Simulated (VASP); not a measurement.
# Pt (I4_1/amd) in VASP: relaxation of cell and atoms with PBE

Aim: the relaxation of cell and atoms of Pt with PBE.

Program: VASP 6.6.1. These are calculated values, not measurements. Logs are shortened: lines on timing, memory, paths and dates and some standing lists are left out, and cuts for length are marked.

### 1 The cell of the first run

It takes space group I4_1/amd (No. 141, tetragonal). The conventional cell has a = 4.139 Å, b = 4.139 Å, c = 2.277 Å, α = 90.00°, β = 90.00°, γ = 90.00°. Within 2.8 Å of Pt (site symmetry -4m2) lie 10 Pt at 2.15 to 2.68 Å.

### 2 Relaxation of cell and atoms, PBE, target pressure 420 GPa, at which the enthalpy is minimised

INCAR reads:

```
ALGO     = Normal         # electronic algorithm
EDIFF    = 1E-6           # SCF threshold, eV
EDIFFG   = -0.005         # ionic threshold
ENCUT    = 600            # plane-wave cutoff, eV
GGA      = PE             # functional
IBRION   = 2              # ionic algorithm
ISIF     = 3              # what is computed and relaxed
ISMEAR   = -1             # smearing method
LASPH    = T              # aspherical terms in the spheres
LCHARG   = F              # write CHGCAR
LREAL    = F              # projectors in reciprocal space
LWAVE    = F              # write WAVECAR
NELM     = 60             # most SCF steps
NSW      = 60             # ionic steps
PREC     = Accurate       # precision mode
PSTRESS  = 4200.0       
SIGMA    = 0.08           # smearing width, eV
```

KPOINTS reads:

```
k-points
0
Gamma
  19 19 19
```

POSCAR reads:

```
Pt
1.0
   -2.0696833188      2.0696833188      1.1383258253
    2.0696833188     -2.0696833188      1.1383258253
    2.0696833188      2.0696833188     -1.1383258253
Pt
2
Direct
   -0.3750000000     -0.1250000000     -0.2500000000
    0.3750000000      0.1250000000      0.2500000000
```

Potentials or basis: VASP PAW PBE potentials, release 64 (Pt).

Launch:

```
> cat potpaw_PBE.64/Pt/POTCAR > POTCAR
> mpirun -np 1 vasp_std > vasp.out
```

OUTCAR:

```text
EDIFF = 1E-6
   EDIFFG = -0.005
   ENCUT = 600
   GGA = PE
   IBRION = 2
   ISIF = 3
   ISMEAR = -1
   LASPH = T
   LREAL = F
   NELM = 60
   NSW = 60
   PREC = Accurate
   PSTRESS = 4200.0

 ion  position               nearest neighbor table
   1  0.625  0.875  0.750-   2 2.15   2 2.15   2 2.15   2 2.15   2 2.68   2 2.68   2 2.68   2 2.68

   2  0.375  0.125  0.250-   1 2.15   1 2.15   1 2.15   1 2.15   1 2.68   1 2.68   1 2.68   1 2.68

  LATTYP: Found a body centered tetragonal cell.
 ALAT       =     4.1393666376
 C/A-ratio  =     0.5500000000

  Lattice vectors:

 A1 = (  -2.0696833188,   2.0696833188,   1.1383258253)
 A2 = (   2.0696833188,  -2.0696833188,   1.1383258253)
 A3 = (   2.0696833188,   2.0696833188,  -1.1383258253)

Analysis of symmetry for initial positions (statically):
=====================================================================
 Subroutine PRICEL returns:
 Original cell was already a primitive cell.

 Routine SETGRP: Setting up the symmetry group for a
 body centered tetragonal supercell.

 Subroutine GETGRP returns: Found 16 space group operations
 (whereof  4 operations were pure point group operations)
 out of a pool of 16 trial point group operations.

The static configuration has the point symmetry C_2h.
 The point group associated with its full space group is D_4h.

Analysis of symmetry for dynamics (positions and initial velocities):
=====================================================================
 Subroutine PRICEL returns:
 Original cell was already a primitive cell.

 Routine SETGRP: Setting up the symmetry group for a
 body centered tetragonal supercell.

 Subroutine GETGRP returns: Found 16 space group operations
 (whereof  4 operations were pure point group operations)
 out of a pool of 16 trial point group operations.

The dynamic configuration has the point symmetry C_2h.
 The point group associated with its full space group is D_4h.

 Subroutine INISYM returns: Found 16 space group operations
 (whereof  4 operations are pure point group operations),
 and found     1 'primitive' translations

----------------------------------------------------------------------------------------

                                     Primitive cell

  volume of cell :      19.5045

  direct lattice vectors                    reciprocal lattice vectors
    -2.069683319  2.069683319  1.138325825     0.000000000  0.241582853  0.439241550
     2.069683319 -2.069683319  1.138325825     0.241582853  0.000000000  0.439241550
[... 110 lines left out ...]
   GGA     = PE    functional components
   LHFCALC =     F    Hartree Fock is set to
   AEXX    =    0.0000 exact exchange contribution
   IVDW    =     0    specifies the selected vdW correction
   LEPSILON=     F    determine dielectric tensor
   LRPA    =     F    only Hartree local field effects (RPA)
 conjugate gradient relaxation of ions
 non-spin polarized calculation
  energy-cutoff  :      600.00
  volume of cell :       19.50
 maximum number of plane-waves:       673
 NGX is ok and might be reduce to    28
   NGX = 13   NGY = 13   NGZ = 13

--------------------------------------- Ionic step        1  -------------------------------------------

 number of electron      20.0000001 magnetization

 Free energy of the ion-electron system (eV)
  ---------------------------------------------------
  ext. energy  EPLUGINS =         0.00000000
  ---------------------------------------------------
  free energy    TOTEN  =         1.45877016 eV

  energy without entropy =        1.47733537  energy(sigma->0) =        1.46805277

------------------------ aborting loop because EDIFF is reached ----------------------------------------

  FORCE on cell =-STRESS in cart. coord.  units (eV):
  Direction    XX          YY          ZZ          XY          YZ          ZX
  --------------------------------------------------------------------------------------
  -------------------------------------------------------------------------------------
  Total       61.9177951     61.9177951     55.5274359      0.0000000      0.0000000     -0.0000000
  in kB     5086.1795356   5086.1795356   4561.2494378      0.0000000      0.0000000     -0.0000000
  external PRESSURE =     711.2028363 kB  Pullay stress =    4200.0000000 kB
[... 25 lines left out ...]
--------------------------------------- Ionic step        2  -------------------------------------------

 number of electron      20.0000004 magnetization

 E-fermi :   8.9567     XC(G=0): -12.6224

 val. band max:        8.9546342892   @ k =   0.1053   0.0526   0.0000
 cond. band min:       8.9582494380   @ k =  -0.1053   0.0526   0.0000
 fundamental gap:      0.0036151488
 Fermi energy:         8.9566812244

 k-point     1 :       0.0000    0.0000    0.0000
  band No.  band energies     occupation
      1       0.1223      2.00000
      2       3.0489      2.00000
      3       3.3087      2.00000
      4       3.7064      2.00000
      5       3.7675      2.00000
      6       8.4157      1.99769
      7       8.4157      1.99769
      8       8.4395      1.99689
      9       8.4395      1.99689
     10       9.0316      0.56321
     11      10.1616      0.00000
     12      13.1662      0.00000
     13      13.1662      0.00000
     14      18.2175      0.00000
[... 462 lines left out ...]
  energy  without entropy=       -1.6618699737  energy(sigma->0) =       -1.67199313

  enthalpy is  TOTEN    =        52.4340602411 eV   P V=       54.1161765216

[... ionic steps 4 to 10 ...]

--------------------------------------- Ionic step       11  -------------------------------------------

 number of electron      19.9999999 magnetization

------------------------ aborting loop because EDIFF is reached ----------------------------------------
[... 71 lines left out ...]
--------------------------------------- Ionic step       13  -------------------------------------------

 number of electron      19.9999999 magnetization

 Free energy of the ion-electron system (eV)
  ---------------------------------------------------
  ext. energy  EPLUGINS =         0.00000000
  ---------------------------------------------------
  free energy    TOTEN  =        -0.68056270 eV

  energy without entropy =       -0.66093710  energy(sigma->0) =       -0.67074990

 E-fermi :  20.7806     XC(G=0): -15.8874

 val. band max:       20.7753808094   @ k =   0.2632   0.2632   0.2105
 cond. band min:      20.7825456285   @ k =   0.4737   0.1579   0.1053
 fundamental gap:      0.0071648191
 Fermi energy:        20.7806293405

 k-point     1 :       0.0000    0.0000    0.0000
  band No.  band energies     occupation
      1       5.6194      2.00000
      2       7.3290      2.00000
      3       9.2778      2.00000
      4      10.2817      2.00000
      5      11.2341      2.00000
      6      17.6565      2.00000
      7      17.6565      2.00000
      8      17.7411      2.00000
      9      17.7411      2.00000
     10      21.9476      0.00000
     11      24.3331      0.00000
     12      26.5287      0.00000
     13      26.5287      0.00000
     14      37.9068      0.00000
[... 424 lines left out ...]
  energy  without entropy=       -0.6609370953  energy(sigma->0) =       -0.67074990

  enthalpy is  TOTEN    =        52.3861808698 eV   P V=       53.0667435677

 reached required accuracy - stopping structural energy minimisation
```

CONTCAR:

```text
Pt
   1.00000000000000
    -2.1098393379210196    2.1098393379210196    1.1369070713991849
     2.1098393379210196   -2.1098393379210196    1.1369070713991849
     2.1098393379210196    2.1098393379210196   -1.1369070713991849
  Pt
     2
Direct
     0.6250000000000000    0.8750000000000000    0.7500000000000000
     0.3750000000000000    0.1250000000000000    0.2500000000000000

  0.00000000E+00  0.00000000E+00  0.00000000E+00
  0.00000000E+00  0.00000000E+00  0.00000000E+00
```

It took 14 min on 1 thread of AMD EPYC 9R45 (Zen 5), shared host; peak memory 0.3 GiB.

What came out:

```
Free energy                                                : -0.6806 eV
Relaxed volume                                             : 10.12 Å³/atom
Relaxed cell                                               : a = 3.193 Å, b = 3.193 Å, c = 3.193 Å, α = 97.28°, β = 97.28°, γ = 138.28°
Space group after relaxing (to 0.1 Å)                      : I4_1/amd (No. 141)
Energy change on relaxing (the run minimises the enthalpy) : -1069.7 meV/atom
Ionic steps                                                : 13
Pressure after relaxing                                    : 420.0 GPa
Band gap on the k mesh                                     : zero (bands 10 and 11 overlap by 4.19 eV)
```

The path:
| step | energy change (eV) | largest force (eV/Å) | pressure (GPa) | volume (Å³) |
| --- | --- | --- | --- | --- |
| 1 | 0.0000 | 0.0000 | 491.12 | 19.50 |
| 2 | -12.7703 | 0.0000 | 5.08 | 34.26 |
| 3 | -3.1409 | 0.0000 | 385.82 | 20.64 |
| 4 | -2.2820 | 0.0000 | 414.74 | 20.30 |
| 5 | -2.2396 | 0.0000 | 416.15 | 20.29 |
| 6 | -0.9705 | 0.0000 | 453.73 | 19.94 |
| 7 | -2.1299 | 0.0000 | 420.31 | 20.24 |
| 8 | -2.1209 | 0.0000 | 420.63 | 20.24 |
| 9 | -2.1182 | 0.0000 | 420.73 | 20.24 |
| 10 | -2.3381 | 0.0000 | 413.29 | 20.32 |
| 11 | -2.1370 | 0.0000 | 420.08 | 20.24 |
| 12 | -2.1470 | 0.0000 | 419.74 | 20.25 |
| 13 | -2.1393 | 0.0000 | 420.00 | 20.24 |

Final structure:
```
CELL_PARAMETERS angstrom
-2.10984 2.10984 1.13691
2.10984 -2.10984 1.13691
2.10984 2.10984 -1.13691
ATOMIC_POSITIONS crystal
Pt 0.62500 0.87500 0.75000
Pt 0.37500 0.12500 0.25000
```

Caveat: the cell is relaxed towards a set pressure, so the run minimises the enthalpy, not the energy; spin-orbit coupling is left out, which moves the levels of the heavy elements.
